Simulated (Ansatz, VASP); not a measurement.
In in VASP and in Ansatz

INCAR

```
SYSTEM = In
PREC     = Accurate       ! precision mode
ENCUT    = 520            ! plane-wave cutoff, eV
EDIFF    = 1E-7           ! SCF threshold, eV
ISMEAR   = -1             ! smearing method
SIGMA    = 0.1            ! smearing width, eV
LREAL    = .False.        ! projectors in reciprocal space
LASPH    = .True.         ! aspherical terms in the spheres
NELM     = 80             ! most SCF steps
ALGO     = Normal         ! electronic algorithm
ISIF     = 2              ! what is computed and relaxed
LWAVE    = .False.        ! write WAVECAR
LCHARG   = .True.         ! write CHGCAR
GGA      = CA             ! functional
LELF     = .True.         ! ELF
LVHAR    = .True.       
NBANDS   = 12             ! bands
```

The input KPOINTS:

```
Automatic mesh
0
Gamma
  6 6 7
  0 0 0
```

Contents of POSCAR:

```
In
1.0
   -1.6019898026      1.6281983263      2.4755659685
    1.6281983263     -1.6019898026      2.4755659685
    1.5260503434      1.5260503434     -2.4583443292
In
1
Direct
    0.0000000000      0.0000000000      0.0000000000
```

Input for Ansatz:

```yaml
crystal:
  lattice:
    - [-1.6019898026, 1.6281983263, 2.4755659685]
    - [1.6281983263, -1.6019898026, 2.4755659685]
    - [1.5260503434, 1.5260503434, -2.4583443292]
  atoms:
    - { symbol: In, position: [0.0, 0.0, 0.0] }
hamiltonian:
  xc: lda
  pseudopotentials:
    kind: paw
    azcp:
      In: "pseudopotentials/In.paw.azcp"
basis:
  ecutwfc: 420
  fft_grid_basis: typed
kpoints:
  mp_grid: { grid: [6, 6, 7], shift: [0, 0, 0] }
magnetization:
  spin_polarized: false
scf:
  occupations: { method: fermi_dirac, width: 0.1 }
  lower_state_search: "off"
output:
  stress: true
```

Alike in both runs: task single point; functional LDA; k mesh 6 × 6 × 7; occupations fermi-dirac, width 0.1 eV; no spin polarisation.

```csv
,VASP,Ansatz
version,VASP 6.6.1,Ansatz 0.2.0
potentials or method,"VASP PAW LDA potentials, release 64 (In_d), cutoff 520 eV","plane waves (420 eV) with PAW, scalar-relativistic"
valence electrons in the cell,13,13
```

Ansatz gave:

| Quantity | Value |
| --- | --- |
| pressure (GPa) | -0.1 |
| traceless stress, the component that is largest in VASP (GPa) | 2.20 |

Q: What did VASP give for the same quantities?

A: Pressure (GPa): 0.0; traceless stress, the component that is largest in VASP (GPa): 2.19.

Ansatz warns that its potentials were made for another functional, while VASP's fit it. LDA's correlation is that of Perdew and Zunger in VASP and of Perdew and Wang (1992) in Ansatz.

The k mesh is coarse, so the values compare programs but aren't converged.
